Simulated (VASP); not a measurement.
# Sn4Se3 in VASP: single point with PBEsol

Aim: the single point of Sn4Se3 with PBEsol.

All numbers are computed with VASP 6.6.1; they aren't measurements. Logs are shortened: lines on timing, memory, paths and dates and some standing lists are left out, and cuts for length are marked.

## 1. The cell of the first run

The cell holds a slab with vacuum, 7 atoms: a = 4.204 Å, b = 4.204 Å, c = 25.298 Å, α = 90.00°, β = 90.00°, γ = 120.00°.

## 2. Single point, PBEsol

Contents of INCAR:

```
SYSTEM = Sn4Se3
PREC = Accurate ; ENCUT = 520
EDIFF = 1E-6 ; ISMEAR = 0
SIGMA = 0.05 ; LREAL = .False.
LASPH = .True. ; NELM = 80
ALGO = Normal ; ISIF = 2
LWAVE = .False. ; LCHARG = .False.
LDIPOL = .True. ; IDIPOL = 3
DIPOL = 0.5 0.5 0.500 ; GGA = PS
NBANDS = 46 ; ISYM = 0
```

Contents of KPOINTS:

```
regular mesh
0
Gamma
  9 9 1
  0 0 0
```

Contents of POSCAR:

```
Sn4Se3
1.0
    4.2041099650      0.0000000000      0.0000000000
   -2.1020549825      3.6408660300      0.0000000000
    0.0000000000      0.0000000000     25.2979242369
Sn Se
4 3
Direct
    0.6666666667      0.3333333333      0.2963005321
    0.3333333333      0.6666666667      0.4323339073
    0.0000000000      0.0000000000      0.5676660929
    0.6666666667      0.3333333333      0.7036994664
    0.0000000000      0.0000000000      0.3582466691
    0.6666666667      0.3333333333      0.4999999993
    0.3333333333      0.6666666667      0.6417533329
```

Potentials or basis: VASP PAW PBE potentials, release 64 (Sn_d, Se).

Command:

```
$ cat potpaw_PBE.64/Sn_d/POTCAR potpaw_PBE.64/Se/POTCAR > POTCAR
$ mpirun -np 1 vasp_std > vasp.out
```

OUTCAR:

```text
SYSTEM = Sn4Se3
   PREC = Accurate
   ENCUT = 520
   EDIFF = 1E-6
   ISMEAR = 0
   LREAL = .False.
   LASPH = .True.
   NELM = 80
   ISIF = 2
   GGA = PS
   ISYM = 0

 ion  position               nearest neighbor table
   1  0.667  0.333  0.296-   5 2.89   5 2.89   5 2.89
   2  0.333  0.667  0.432-   6 2.97   6 2.97   6 2.97   5 3.07   5 3.07   5 3.07
   3  0.000  0.000  0.568-   6 2.97   6 2.97   6 2.97   7 3.07   7 3.07   7 3.07
   4  0.667  0.333  0.704-   7 2.89   7 2.89   7 2.89
   5  0.000  0.000  0.358-   1 2.89   1 2.89   1 2.89   2 3.07   2 3.07   2 3.07
   6  0.667  0.333  0.500-   2 2.97   2 2.97   2 2.97   3 2.97   3 2.97   3 2.97
   7  0.333  0.667  0.642-   4 2.89   4 2.89   4 2.89   3 3.07   3 3.07   3 3.07

IMPORTANT INFORMATION: All symmetrisations will be switched off!
NOSYMM: (Re-)initialisation of all symmetry stuff for point group C_1.

----------------------------------------------------------------------------------------

                                     Primitive cell

  volume of cell :     387.2252

  direct lattice vectors                    reciprocal lattice vectors
     4.204109965  0.000000000  0.000000000     0.237862475  0.137329964  0.000000000
    -2.102054982  3.640866030  0.000000000     0.000000000  0.274659928  0.000000000
     0.000000000  0.000000000 25.297924237     0.000000000  0.000000000  0.039528935

  length of vectors
     4.204109965  4.204109965 25.297924237     0.274659928  0.274659928  0.039528935

  position of ions in fractional coordinates (direct lattice)
     0.666666667  0.333333333  0.296300532
     0.333333333  0.666666667  0.432333907
     0.000000000  0.000000000  0.567666093
     0.666666667  0.333333333  0.703699466
     0.000000000  0.000000000  0.358246669
     0.666666667  0.333333333  0.499999999
     0.333333333  0.666666667  0.641753333

  ion indices of the primitive-cell ions
   primitive index   ion index
                 1           1
                 2           2
                 3           3
                 4           4
                 5           5
                 6           6
                 7           7

----------------------------------------------------------------------------------------

 KPOINTS: regular mesh

Automatic generation of k-mesh.
 Grid dimensions read from file:
 generate k-points for:    9    9    1

 Generating k-lattice:

  Cartesian coordinates                     Fractional coordinates (reciprocal lattice)
     0.026429164  0.015258885  0.000000000     0.111111111  0.000000000  0.000000000
     0.000000000  0.030517770  0.000000000     0.000000000  0.111111111  0.000000000
     0.000000000  0.000000000  0.039528935     0.000000000  0.000000000  1.000000000

  Length of vectors
     0.030517770  0.030517770  0.039528935

  Shift w.r.t. Gamma in fractional coordinates (k-lattice)
     0.000000000  0.000000000  0.000000000

 Subroutine IBZKPT returns following result:
 ===========================================

 Found     41 irreducible k-points:

 Following reciprocal coordinates:
            Coordinates               Weight
  0.000000  0.000000  0.000000      1.000000
  0.111111  0.000000  0.000000      2.000000
  0.000000  0.111111  0.000000      2.000000
 -0.111111  0.111111  0.000000      2.000000
  0.222222  0.000000  0.000000      2.000000
  0.000000  0.222222  0.000000      2.000000
[... 16 lines left out ...]
  0.333333  0.111111  0.000000      2.000000
 -0.111111  0.444444  0.000000      2.000000
 [... further k-points ...]
   k-points           NKPTS =     41   k-points in BZ     NKDIM =     41   number of bands    NBANDS=     46
   number of dos      NEDOS =    301   number of ions     NIONS =      7
   total plane-waves  NPLWV = 196608
   dimension x,y,z NGX =    32 NGY =   32 NGZ =  192
   dimension x,y,z NGXF=    64 NGYF=   64 NGZF=  384
   ions per type =               4   3
   NGX,Y,Z   is equivalent  to a cutoff of  12.65, 12.65, 12.62 a.u.
   NGXF,Y,Z  is equivalent  to a cutoff of  25.31, 25.31, 25.23 a.u.
 SYSTEM =  Sn4Se3
   PREC   = accura    normal or accurate (medium, high low for compatibility)
   ISTART =      0    job   : 0-new  1-cont  2-samecut
   ICHARG =      2    charge: 1-file 2-atom 10-const
   ISPIN  =      1    spin polarized calculation?
   LNONCOLLINEAR =      F non collinear calculations
   LSORBIT =      F    spin-orbit coupling
   LASPH  =      T    aspherical Exc in radial PAW
   ENCUT  =  520.0 eV  38.22 Ry    6.18 a.u.   7.82  7.82 47.04*2*pi/ulx,y,z
   NELM   =     80;   NELMIN=  2; NELMDL= -5     # of ELM steps
   EDIFF  = 0.1E-05   stopping-criterion for ELM
   LREAL  =      F    real-space projection
   EDIFFG = 0.1E-04   stopping-criterion for IOM
   NSW    =      0    number of steps for IOM
   IBRION =     -1    ionic relax: 0-MD 1-quasi-New 2-CG
   NFREE  =      0    steps in history (QN), initial steepest desc. (CG)
   ISIF   =      2    stress and relaxation
   ISYM   =      0    0-nonsym 1-usesym 2-fastsym
   POTIM  = 0.5000    time-step for ionic-motion
   TEBEG  =    0.0;   TEEND  =   0.0 temperature during run
   PSTRESS=    0.0 pullay stress
   NELECT =      74.0000    total number of electrons
   NUPDOWN=      -1.0000    fix difference up-down
   EMIN   =  10.00;   EMAX   =-10.00  energy-range for DOS
   EFERMI =   0.00;   METHOD = LEGACY
   ISMEAR =     0;   SIGMA  =   0.05  broadening in eV -4-tet -1-fermi 0-gaus
   EFERMI_NEDOS =   21; number of points for ismear=-14 and -15
   IALGO  =     38    algorithm
   IMIX   =      4    mixing-type and parameters
     AMIX     =   0.40;   BMIX     =  1.00
     AMIX_MAG =   1.60;   BMIX_MAG =  1.00
  volume/ion in A,a.u.               =      55.32       373.30
  Fermi-wavevector in a.u.,A,eV,Ry     =   0.942969  1.781953 12.098177  0.889191
  Thomas-Fermi vector in A             =   2.070631
   LORBIT       =      0    0 simple, 1 ext, 2 COOP (PROOUT), +10 PAW based schemes
   GGA     = PS    functional components
   LHFCALC =     F    Hartree Fock is set to
   AEXX    =    0.0000 exact exchange contribution
   IVDW    =     0    specifies the selected vdW correction
   LEPSILON=     F    determine dielectric tensor
   LRPA    =     F    only Hartree local field effects (RPA)
 non-spin polarized calculation
 Gauss-broadening in eV      SIGMA  =   0.05
  energy-cutoff  :      520.00
  volume of cell :      387.23
 maximum number of plane-waves:     10451
   NGX = 15   NGY = 15   NGZ = 95

 dipolmoment           0.000000      0.000000      0.000008 electrons x Angstroem

 number of electron      74.0000000 magnetization

 dipolmoment           0.000000      0.000000     -0.000001 electrons x Angstroem

 Free energy of the ion-electron system (eV)
  ---------------------------------------------------
  ext. energy  EPLUGINS =         0.00000000
  ---------------------------------------------------
  free energy    TOTEN  =       -29.32481470 eV

  energy without entropy =      -29.31690366  energy(sigma->0) =      -29.32085918

 E-fermi :   1.3732     XC(G=0):  -5.5206

 val. band max:        1.2625557365   @ k =   0.0000   0.2222   0.0000
 cond. band min:       1.3773263520   @ k =   0.4444  -0.1111   0.0000
 fundamental gap:      0.1147706155
 Fermi energy:         1.3731966208

 k-point     1 :       0.0000    0.0000    0.0000
  band No.  band energies     occupation
      1     -20.7373      2.00000
      2     -20.7373      2.00000
      3     -20.7372      2.00000
      4     -20.7372      2.00000
      5     -20.7284      2.00000
      6     -20.7284      2.00000
[... 38 lines left out ...]
     45       3.8526      0.00000
     46       4.1549      0.00000

 k-point     2 :       0.1111    0.0000    0.0000
  band No.  band energies     occupation
      1     -20.7387      2.00000
      2     -20.7387      2.00000
      3     -20.7359      2.00000
      4     -20.7359      2.00000
      5     -20.7274      2.00000
      6     -20.7274      2.00000
[... 38 lines left out ...]
     45       3.8857      0.00000
     46       4.1640      0.00000

 k-point     3 :       0.0000    0.1111    0.0000
  band No.  band energies     occupation
      1     -20.7387      2.00000
      2     -20.7387      2.00000
      3     -20.7359      2.00000
      4     -20.7359      2.00000
      5     -20.7274      2.00000
      6     -20.7274      2.00000
[... 38 lines left out ...]
     45       3.8857      0.00000
     46       4.1640      0.00000

 k-point     4 :      -0.1111    0.1111    0.0000
  band No.  band energies     occupation
      1     -20.7387      2.00000
      2     -20.7387      2.00000
      3     -20.7359      2.00000
      4     -20.7359      2.00000
      5     -20.7274      2.00000
      6     -20.7274      2.00000
[... 920 lines left out ...]
     45       4.1525      0.00000
     46       4.3667      0.00000

 k-point    23 :       0.3333    0.1111    0.0000
  band No.  band energies     occupation
      1     -20.7495      2.00000
      2     -20.7490      2.00000
      3     -20.7327      2.00000
      4     -20.7326      2.00000
      5     -20.7298      2.00000
      6     -20.7288      2.00000
[... 38 lines left out ...]
     45       4.1730      0.00000
     46       4.5023      0.00000

 k-point    24 :      -0.1111    0.4444    0.0000
  band No.  band energies     occupation
      1     -20.7495      2.00000
      2     -20.7490      2.00000
      3     -20.7327      2.00000
      4     -20.7326      2.00000
      5     -20.7298      2.00000
      6     -20.7288      2.00000
[... 38 lines left out ...]
     45       4.1730      0.00000
     46       4.5023      0.00000

 [... further k-points ...]

------------------------ aborting loop because EDIFF is reached ----------------------------------------

 vacuum level on the upper side and lower side of the slab       (xc-potential included)        -0.192        -0.192

  FORCE on cell =-STRESS in cart. coord.  units (eV):
  Direction    XX          YY          ZZ          XY          YZ          ZX
  --------------------------------------------------------------------------------------
  -------------------------------------------------------------------------------------
  Total       -3.5223977     -3.5224141      0.1107211     -0.0000126      0.0000007     -0.0000002
  in kB      -14.5742200    -14.5742879      0.4581178     -0.0000522      0.0000027     -0.0000010
  external PRESSURE =      -9.5634634 kB  Pullay stress =       0.0000000 kB

 VOLUME and BASIS-vectors are now :
 -----------------------------------------------------------------------------
  energy-cutoff  :      520.00
  volume of cell :      387.23
      direct lattice vectors                 reciprocal lattice vectors
     4.204109965  0.000000000  0.000000000     0.237862475  0.137329964  0.000000000
    -2.102054982  3.640866030  0.000000000     0.000000000  0.274659928  0.000000000
     0.000000000  0.000000000 25.297924237     0.000000000  0.000000000  0.039528935

 POSITION                                       TOTAL-FORCE (eV/Angst)
 -----------------------------------------------------------------------------------
      2.10205      1.21362      7.49579        -0.000000      0.000000     -0.019795
     -0.00000      2.42724     10.93715         0.000002     -0.000001     -0.023293
      0.00000      0.00000     14.36077        -0.000002      0.000000      0.023401
      2.10205      1.21362     17.80214        -0.000001      0.000000      0.019763
      0.00000      0.00000      9.06290         0.000000     -0.000000      0.016178
      2.10205      1.21362     12.64896         0.000000     -0.000000     -0.000017
     -0.00000      2.42724     16.23503         0.000000      0.000000     -0.016236
 -----------------------------------------------------------------------------------
    total drift:                               -0.000002      0.000001      0.000090

  FREE ENERGIE OF THE ION-ELECTRON SYSTEM (eV)
  ---------------------------------------------------
  free  energy   TOTEN  =       -29.3248147010 eV

  energy  without entropy=      -29.3169036648  energy(sigma->0) =      -29.32085918

 vacuum level on the upper side and lower side of the slab         4.868         4.868
```

Run time: 33 min. Hardware: 1 thread of Intel Xeon 8259CL, shared host; peak memory 0.82 GiB.

Results:

- Free energy: -29.3248 eV
- Largest force: 0.023 eV/Å
- Band gap on the k mesh: zero (bands 37 and 38 overlap by 0.39 eV)

Forces in eV/Å, atoms in the order of the input:
```
Sn   0.000  0.000 -0.020
Sn   0.000  0.000 -0.023
Sn   0.000  0.000  0.023
Sn   0.000  0.000  0.020
Se   0.000  0.000  0.016
Se   0.000  0.000  0.000
Se   0.000  0.000 -0.016
```

Levels at points of the mesh, in eV from the Fermi level:
| k point | band 34 | band 35 | band 36 | band 37 | band 38 | band 39 | band 40 | band 41 |
| --- | --- | --- | --- | --- | --- | --- | --- | --- |
| (0.00, 0.00, 0.00) | -2.64 | -1.83 | -0.98 | -0.77 | 0.32 | 0.83 | 0.83 | 1.42 |

Caveat: the PAW data sets were made with another functional, which shifts forces and pressure a little; spin-orbit coupling is left out, which moves the levels of the heavy elements.

The gap in the log of VASP goes by the Fermi energy; the results here count the filled bands.